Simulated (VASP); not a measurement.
Set up this calculation in VASP 6.6.1, as the native input.

```yaml
Task: single point
Functional: PBE
Potentials_or_basis: VASP PAW PBE potentials, release 64 (Ti_sv)
Cutoff: 500 eV
k_mesh: 12 × 12 × 12
Occupations: tetrahedron
Spin: no spin polarisation
Dipole_correction: no
Further_INCAR_settings: ALGO = Normal; EDIFF = 1e-06; NBANDS = 12
```

The structure of Ti lies in POSCAR:

```
Ti
1.0
   -1.6532500000      1.6532500000      1.6532500000
    1.6532500000     -1.6532500000      1.6532500000
    1.6532500000      1.6532500000     -1.6532500000
Ti
1
Direct
    0.0000000000      0.0000000000      0.0000000000
```

One way to write it, as run:

INCAR

```
SYSTEM = Ti
PREC = Accurate
ENCUT = 500
EDIFF = 1E-6
ISMEAR = -5
SIGMA = 0.1
LREAL = .False.
LASPH = .True.
NELM = 120
ALGO = Normal
ISIF = 2
LWAVE = .False.
LCHARG = .True.
GGA = PE
LELF = .True.
LVHAR = .True.
NBANDS = 12
GGA_COMPAT = .False.
```

KPOINTS

```
Automatic mesh
0
Gamma
  12 12 12
  0 0 0
```

Potentials or basis: VASP PAW PBE potentials, release 64 (Ti_sv).

Run with:

```console
$ cat potpaw_PBE.64/Ti_sv/POTCAR > POTCAR
$ mpirun -np 1 vasp_std > vasp.out
```

It gave:

The pressure is -5.0 GPa and the band gap on the k mesh is zero (band 6 reaches 8.63 eV, above the bottom of band 7 at 7.09 eV).

Caveat: tetrahedron occupations give inexact forces and stress in metals.

It took 11 s on 1 thread of Intel Xeon 6975P-C, with other jobs on the host, peak memory 0.15 GiB.
